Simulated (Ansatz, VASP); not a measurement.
CoSi in VASP and in Ansatz

File INCAR:

```
  ALGO = Normal
  EDIFF = 1E-6
  ENCUT = 520
  GGA = PE
  ISIF = 2
  ISMEAR = -1
  ISPIN = 2
  LASPH = True
  LCHARG = True
  LELF = True
  LMAXMIX = 4
  LORBIT = 11
  LREAL = False
  LVHAR = True
  LWAVE = False
  MAGMOM = 2 0
  NBANDS = 18
  NELM = 150
  PREC = Accurate
  SIGMA = 0.03
```

Contents of KPOINTS:

```
k-points
0
Gamma
  14 14 14
```

POSCAR

```
CoSi
1.0
    2.6346693552      0.0000000000      0.0000000000
    0.0000000000      2.6346693552      0.0000000000
    0.0000000000      0.0000000000      2.6346693552
Co Si
1 1
Direct
    0.0000000000      0.0000000000      0.0000000000
    0.5000000000      0.5000000000      0.5000000000
```

Input for Ansatz:

```yaml
crystal:
  lattice:
    - [2.6346693552, 0.0, 0.0]
    - [0.0, 2.6346693552, 0.0]
    - [0.0, 0.0, 2.6346693552]
  atoms:
    - { symbol: Co, position: [0.0, 0.0, 0.0], spin: 2.0 }
    - { symbol: Si, position: [0.5, 0.5, 0.5] }
magnetization:
  spin_polarized: true
kpoints:
  mp_grid: { grid: [14, 14, 14] }
scf:
  occupations: { method: fermi_dirac, width: 0.03 }
  lower_state_search: "off"
hamiltonian:
  xc: pbe
  pseudopotentials: { kind: paw }
output:
  forces: true
  stress: true
  eigenvalues: true
  populations: true
```

Change from the starting cell: volume scaled by 0.85, PAW files.

Alike in both runs: task single point; functional PBE; k mesh 14 × 14 × 14; occupations fermi-dirac, width 0.03 eV; collinear spin.

|  | VASP | Ansatz |
| --- | --- | --- |
| version | VASP 6.6.1 | Ansatz 0.2.0 |
| potentials or method | VASP PAW PBE potentials, release 64 (Co, Si) | PAW with Ansatz's default frozen-core files, scalar-relativistic |
| plane-wave cutoff (eV) | 520 | 420 |
| valence electrons in the cell | 13 | 21 |

Ansatz gave:

- pressure (GPa): 49.7
- net moment per atom (μB): 0.11
- size of the moment on the site where the two differ most (μB): 0.21

**Question.** Estimate VASP's values.

**Answer.** Pressure (GPa): 49.8; net moment per atom (μB): 0.10; size of the moment on the site where the two differ most (μB): 0.19.

Site moments also hang on the region over which each program counts them. Both programs put the cell under a high pressure, so it lies far from rest at this level. VASP's potentials hold 13 valence electrons a cell and Ansatz's 21, so a difference there can come from the potentials and not from the codes. Ansatz's warnings: negative readings unjudged.
